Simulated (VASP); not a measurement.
# LaTiF6 (R-3m) in VASP: single point with r2SCAN

Aim: the single point of LaTiF6 with r2SCAN.

All numbers are computed with VASP 6.6.1; they aren't measurements. Logs are shortened: lines on timing, memory, paths and dates and some standing lists are left out, and cuts for length are marked.

### 1 The cell of the first run

It takes space group R-3m (No. 166, trigonal). Conventional cell: a = 7.151 Å, b = 7.151 Å, c = 6.728 Å, α = 90.00°, β = 90.00°, γ = 120.00°. Within 3.5 Å of La (site symmetry -3m) lie 12 F at 2.64 to 2.75 Å and 2 Ti at 3.36 Å. Ti (site symmetry -3m) has 6 F at 1.82 Å within 2.4 Å. F (site symmetry m) has 1 Ti at 1.82 Å within 2.4 Å.

### 2 Single point, r2SCAN, collinear spin

Contents of POSCAR:

```
LaTiF6
1.0
    3.5754371200      2.0642818300      2.2427810200
   -3.5754371200      2.0642818300      2.2427810200
    0.0000000000     -4.1285636500      2.2427810200
La Ti F
1 1 6
Direct
    0.5000000000      0.5000000000      0.5000000000
    0.0000000000      0.0000000000      0.0000000000
    0.2760000000      0.9160000000      0.2760000000
    0.2760000000      0.2760000000      0.9160000000
    0.9160000000      0.2760000000      0.2760000000
    0.7240000000      0.0840000000      0.7240000000
    0.0840000000      0.7240000000      0.7240000000
    0.7240000000      0.7240000000      0.0840000000
```

Contents of INCAR.step1:

```
PREC = Accurate
ENCUT = 520
ISMEAR = 1
SIGMA = 0.0363
LREAL = False
LASPH = True
NELM = 150
ISPIN = 2
MAGMOM = 0.19 0.55 0.01 0.01 0.01 0.01 0.01 0.01
LMAXMIX = 6
NBANDS = 46
GGA = PE
ALGO = Normal
EDIFF = 1E-4
LWAVE = True
LCHARG = False
```

Contents of INCAR.step2:

```
PREC = Accurate
ENCUT = 520
EDIFF = 1E-7
ISMEAR = 1
SIGMA = 0.0363
LREAL = False
LASPH = True
NELM = 150
ALGO = Normal
ISIF = 2
LWAVE = False
LCHARG = True
ISPIN = 2
MAGMOM = 0.19 0.55 0.01 0.01 0.01 0.01 0.01 0.01
LORBIT = 11
LMAXMIX = 6
METAGGA = R2SCAN
LMIXTAU = True
LELF = True
LVHAR = True
NBANDS = 46
ISTART = 1
```

Contents of KPOINTS:

```
Automatic mesh
0
Gamma
  5 5 5
```

Potentials or basis: VASP PAW PBE potentials, release 64 (La, Ti_sv, F).

Run with:

```sh
$ cat potpaw_PBE.64/La/POTCAR potpaw_PBE.64/Ti_sv/POTCAR potpaw_PBE.64/F/POTCAR > POTCAR
$ cp INCAR.step1 INCAR
$ mpirun -np 1 vasp_std > vasp.out
$ cp INCAR.step2 INCAR
$ mpirun -np 1 vasp_std > vasp.out
```

OUTCAR:

```text
PREC = Accurate
   ENCUT = 520
   EDIFF = 1E-7
   ISMEAR = 1
   LREAL = False
   LASPH = True
   NELM = 150
   ISIF = 2
   ISPIN = 2
   LORBIT = 11
   METAGGA = R2SCAN
   ISTART = 1

 ion  position               nearest neighbor table
   1  0.500  0.500  0.500-   3 2.64   5 2.64   6 2.64   7 2.64   4 2.64   8 2.64   7 2.75   6 2.75
                             3 2.75   5 2.75   8 2.75   4 2.75
   2  0.000  0.000  0.000-   3 1.82   5 1.82   6 1.82   7 1.82   4 1.82   8 1.82
   3  0.276  0.916  0.276-   2 1.82   1 2.64   1 2.75
   4  0.276  0.276  0.916-   2 1.82   1 2.64   1 2.75
   5  0.916  0.276  0.276-   2 1.82   1 2.64   1 2.75
   6  0.724  0.084  0.724-   2 1.82   1 2.64   1 2.75
   7  0.084  0.724  0.724-   2 1.82   1 2.64   1 2.75
   8  0.724  0.724  0.084-   2 1.82   1 2.64   1 2.75

  LATTYP: Found a trigonal (rhomboedric) cell.
 ALAT       =     4.6984121548
 COS(alpha) =    -0.1582066716

  Lattice vectors:

 A1 = (   3.5754371200,   2.0642818300,   2.2427810200)
 A2 = (  -3.5754371200,   2.0642818300,   2.2427810200)
 A3 = (   0.0000000000,  -4.1285636500,   2.2427810200)

Analysis of symmetry for initial positions (statically):
=====================================================================
 Subroutine PRICEL returns:
 Original cell was already a primitive cell.

 Routine SETGRP: Setting up the symmetry group for a
 trigonal (rhombohedral) supercell.

 Subroutine GETGRP returns: Found 12 space group operations
 (whereof 12 operations were pure point group operations)
 out of a pool of 12 trial point group operations.

The static configuration has the point symmetry D_3d.

Analysis of symmetry for dynamics (positions and initial velocities):
=====================================================================
 Subroutine PRICEL returns:
 Original cell was already a primitive cell.

 Routine SETGRP: Setting up the symmetry group for a
 trigonal (rhombohedral) supercell.

 Subroutine GETGRP returns: Found 12 space group operations
 (whereof 12 operations were pure point group operations)
 out of a pool of 12 trial point group operations.

The dynamic configuration has the point symmetry D_3d.

Analysis of structural, dynamic, and magnetic symmetry:
=====================================================================
 Subroutine PRICEL returns:
 Original cell was already a primitive cell.

 Routine SETGRP: Setting up the symmetry group for a
 trigonal (rhombohedral) supercell.

 Subroutine GETGRP returns: Found 12 space group operations
 (whereof 12 operations were pure point group operations)
 out of a pool of 12 trial point group operations.

The overall configuration has the point symmetry D_3d.

 Subroutine INISYM returns: Found 12 space group operations
 (whereof 12 operations are pure point group operations),
 and found     1 'primitive' translations

----------------------------------------------------------------------------------------

                                     Primitive cell

  volume of cell :      99.3199

  direct lattice vectors                    reciprocal lattice vectors
     3.575437120  2.064281830  2.242781020     0.139843041  0.080738330  0.148625002
    -3.575437120  2.064281830  2.242781020    -0.139843041  0.080738330  0.148625002
     0.000000000 -4.128563650  2.242781020     0.000000000 -0.161476659  0.148625002

  length of vectors
     4.698412155  4.698412155  4.698415107     0.219463312  0.219463312  0.219463215

  position of ions in fractional coordinates (direct lattice)
     0.500000000  0.500000000  0.500000000
[... 51 lines left out ...]
  0.400000  0.200000  0.000000     12.000000
 -0.400000  0.200000 -0.000000     12.000000
[... 11 lines left out ...]
  0.400000  0.400000  0.400000      2.000000
 -0.400000  0.400000  0.400000      6.000000
   k-points           NKPTS =     19   k-points in BZ     NKDIM =     19   number of bands    NBANDS=     46
   number of dos      NEDOS =    301   number of ions     NIONS =      8
   total plane-waves  NPLWV =  46656
   dimension x,y,z NGX =    36 NGY =   36 NGZ =   36
   dimension x,y,z NGXF=    72 NGYF=   72 NGZF=   72
   ions per type =               1   1   6
   NGX,Y,Z   is equivalent  to a cutoff of  12.74, 12.74, 12.74 a.u.
   NGXF,Y,Z  is equivalent  to a cutoff of  25.48, 25.48, 25.48 a.u.
 SYSTEM =  unknown system
   PREC   = accura    normal or accurate (medium, high low for compatibility)
   ISTART =      1    job   : 0-new  1-cont  2-samecut
   ICHARG =      0    charge: 1-file 2-atom 10-const
   ISPIN  =      2    spin polarized calculation?
   LNONCOLLINEAR =      F non collinear calculations
   LSORBIT =      F    spin-orbit coupling
   LASPH  =      T    aspherical Exc in radial PAW
   ENCUT  =  520.0 eV  38.22 Ry    6.18 a.u.   8.74  8.74  8.74*2*pi/ulx,y,z
   NELM   =    150;   NELMIN=  2; NELMDL=  0     # of ELM steps
   EDIFF  = 0.1E-06   stopping-criterion for ELM
   LREAL  =      F    real-space projection
   EDIFFG = 0.1E-05   stopping-criterion for IOM
   NSW    =      0    number of steps for IOM
   IBRION =     -1    ionic relax: 0-MD 1-quasi-New 2-CG
   NFREE  =      0    steps in history (QN), initial steepest desc. (CG)
   ISIF   =      2    stress and relaxation
   ISYM   =      2    0-nonsym 1-usesym 2-fastsym
   POTIM  = 0.5000    time-step for ionic-motion
   TEBEG  =    0.0;   TEEND  =   0.0 temperature during run
   PSTRESS=    0.0 pullay stress
   NELECT =      65.0000    total number of electrons
   NUPDOWN=      -1.0000    fix difference up-down
   EMIN   =  10.00;   EMAX   =-10.00  energy-range for DOS
   EFERMI =   0.00;   METHOD = LEGACY
   ISMEAR =     1;   SIGMA  =   0.04  broadening in eV -4-tet -1-fermi 0-gaus
   EFERMI_NEDOS =   21; number of points for ismear=-14 and -15
   IALGO  =     38    algorithm
   IMIX   =      4    mixing-type and parameters
     AMIX     =   0.40;   BMIX     =  1.00
     AMIX_MAG =   1.60;   BMIX_MAG =  1.00
  volume/ion in A,a.u.               =      12.41        83.78
  Fermi-wavevector in a.u.,A,eV,Ry     =   1.421348  2.685959 27.486913  2.020231
  Thomas-Fermi vector in A             =   2.542167
   LORBIT       =     11    0 simple, 1 ext, 2 COOP (PROOUT), +10 PAW based schemes
   METAGGA = R2SCAN    functional components
   LHFCALC =     F    Hartree Fock is set to
   AEXX    =    0.0000 exact exchange contribution
   IVDW    =     0    specifies the selected vdW correction
   LEPSILON=     F    determine dielectric tensor
   LRPA    =     F    only Hartree local field effects (RPA)
 spin polarized calculation
 Methfessel and Paxton  Order N= 1 SIGMA  =   0.04
  energy-cutoff  :      520.00
  volume of cell :       99.32
 maximum number of plane-waves:      2687
   NGX = 17   NGY = 17   NGZ = 17

 number of electron      65.0000090 magnetization      -1.0000003

 Free energy of the ion-electron system (eV)
  ---------------------------------------------------
  ext. energy  EPLUGINS =         0.00000000
  ---------------------------------------------------
  free energy    TOTEN  =       -91.82951221 eV

  energy without entropy =      -91.82952425  energy(sigma->0) =      -91.82951622

 E-fermi :   7.4858     XC(G=0): -10.9504

 val. band max:        7.4562808097   @ k =   0.0000   0.0000   0.0000
 cond. band min:       7.7256944324   @ k =  -0.4000   0.4000   0.0000
 fundamental gap:      0.2694136227
 Fermi energy:         7.4858227916

 spin component 1

 k-point     1 :       0.0000    0.0000    0.0000
  band No.  band energies     occupation
      1     -53.1937      1.00000
      2     -29.1842      1.00000
      3     -29.1842      1.00000
      4     -28.6476      1.00000
      5     -28.3323      1.00000
      6     -20.8427      1.00000
[... 882 lines left out ...]
     43       9.4394      0.00000
     44       9.6492      0.00000
 Fermi energy:         7.4858227916

 spin component 2

 k-point     1 :       0.0000    0.0000    0.0000
  band No.  band energies     occupation
      1     -54.0231      1.00000
      2     -29.7214      1.00000
      3     -29.7214      1.00000
      4     -29.6424      1.00000
      5     -28.7088      1.00000
      6     -20.8706      1.00000
[... 882 lines left out ...]
     43       9.3346      0.00000
     44       9.3524      0.00000
 [bands above 44 left out]

------------------------ aborting loop because EDIFF is reached ----------------------------------------

  FORCE on cell =-STRESS in cart. coord.  units (eV):
  Direction    XX          YY          ZZ          XY          YZ          ZX
  --------------------------------------------------------------------------------------
  -------------------------------------------------------------------------------------
  Total        8.6349183      8.6349371      9.2125233     -0.0000000      0.0000000      0.0000000
  in kB      139.2940480    139.2943507    148.6116734     -0.0000000      0.0000002      0.0000000
  external PRESSURE =     142.4000240 kB  Pullay stress =       0.0000000 kB

 VOLUME and BASIS-vectors are now :
 -----------------------------------------------------------------------------
  energy-cutoff  :      520.00
  volume of cell :       99.32
      direct lattice vectors                 reciprocal lattice vectors
     3.575437120  2.064281830  2.242781020     0.139843041  0.080738330  0.148625002
    -3.575437120  2.064281830  2.242781020    -0.139843041  0.080738330  0.148625002
     0.000000000 -4.128563650  2.242781020     0.000000000 -0.161476659  0.148625002

 POSITION                                       TOTAL-FORCE (eV/Angst)
 -----------------------------------------------------------------------------------
      0.00000      0.00000      3.36417         0.000000      0.000000     -0.000000
      0.00000      0.00000      0.00000         0.000000      0.000000     -0.000000
     -2.28828      1.32114      3.29240         2.327594     -1.343838      2.052218
      0.00000     -2.64228      3.29240         0.000000      2.687677      2.052218
      2.28828      1.32114      3.29240        -2.327594     -1.343838      2.052218
      2.28828     -1.32114      3.43594        -2.327594      1.343838     -2.052218
     -2.28828     -1.32114      3.43594         2.327594      1.343838     -2.052218
      0.00000      2.64228      3.43594         0.000000     -2.687677     -2.052218
 -----------------------------------------------------------------------------------
    total drift:                               -0.000000      0.000000     -0.000000

  FREE ENERGIE OF THE ION-ELECTRON SYSTEM (eV)
  ---------------------------------------------------
  free  energy   TOTEN  =       -91.8295122086 eV

  energy  without entropy=      -91.8295242545  energy(sigma->0) =      -91.82951622

 total charge

# of ion       s       p       d       f       tot
--------------------------------------------------
    1        1.968   5.718   0.280   0.246   8.212
    2        2.233   6.367   2.014   0.000  10.614
    3        1.746   4.429   0.000   0.000   6.175
    4        1.746   4.429   0.000   0.000   6.175
    5        1.746   4.429   0.000   0.000   6.175
    6        1.746   4.429   0.000   0.000   6.175
    7        1.746   4.429   0.000   0.000   6.175
    8        1.746   4.429   0.000   0.000   6.175
--------------------------------------------------
tot         14.675  38.659   2.294   0.246  55.875

 magnetization (x)

# of ion       s       p       d       f       tot
--------------------------------------------------
    1        0.006   0.002  -0.025  -0.157  -0.176
    2       -0.006  -0.005  -0.678   0.000  -0.689
    3       -0.000  -0.006   0.000   0.000  -0.006
    4       -0.000  -0.006   0.000   0.000  -0.006
    5       -0.000  -0.006   0.000   0.000  -0.006
    6       -0.000  -0.006   0.000   0.000  -0.006
    7       -0.000  -0.006   0.000   0.000  -0.006
    8       -0.000  -0.006   0.000   0.000  -0.006
--------------------------------------------------
tot         -0.002  -0.038  -0.704  -0.157  -0.901
```

Wall time 24 min (1 thread of Intel Xeon 8259CL, shared host); peak memory 0.37 GiB.

What came out:

```
Free energy                                           : -91.8295 eV
Pressure                                              : 14.2 GPa
Largest force                                         : 3.382 eV/Å
Band gap on the k mesh                                : 0.27 eV (least direct gap 0.30 eV)
Net moment                                            : -1.00 μB per cell
Site moments                                          : La -0.18; Ti -0.69; F -0.01 μB
Valence electrons inside the program's atomic spheres : La 8.21; Ti 10.61; F 6.17
```

Forces on the atoms (eV/Å):
```
La   0.000  0.000  0.000
Ti   0.000  0.000  0.000
F    2.328 -1.344  2.052
F    0.000  2.688  2.052
F   -2.328 -1.344  2.052
F   -2.328  1.344 -2.052
F    2.328  1.344 -2.052
F    0.000 -2.688 -2.052
```

Caveat: the cell stands under pressure; semilocal functionals underestimate gaps, and a narrow one can read as zero; the PAW data sets were made with another functional, which shifts forces and pressure a little; spin-orbit coupling is left out, which moves the levels of the heavy elements. A k mesh can miss the band edges.
